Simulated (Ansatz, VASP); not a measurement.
# Sc in VASP and in Ansatz

```
Sc
1.0
     0.00000    2.27050    2.27050
     2.23644    0.00000    2.27050
     2.23644    2.27050    0.00000
Sc
1
Direct
  0.00000 0.00000 0.00000
```

Change from the starting cell: strain -0.0150 x Voigt [1, 0, 0, 0, 0, 0], atoms carried along.

Alike in both runs: task single point; functional r2SCAN; k mesh 18 × 18 × 18; occupations gaussian, width 0.15 eV; no spin polarisation.

|  | VASP | Ansatz |
| --- | --- | --- |
| version | VASP 6.6.1 | Ansatz 0.2.0 |
| potentials or method | VASP PAW PBE potentials, release 64 (Sc_sv), cutoff 520 eV | scalar-relativistic, plane waves, PAW |
| valence electrons in the cell | 11 | 11 |

VASP gave:

```
gap on the k mesh at the Fermi level (eV)                     : none
pressure (GPa)                                                : 5.2
traceless stress, the component that is largest in VASP (GPa) : 0.13
```

Estimate Ansatz's values.

gap on the k mesh at the Fermi level (eV): none; pressure (GPa): 5.0; traceless stress, the component that is largest in VASP (GPa): 0.13.

VASP's potentials were made for PBE, not for r2SCAN. A gap of «none» marks a metal or a gap that the smearing closes. The functional is the same, so the differences come from potentials, cutoffs and numerics.
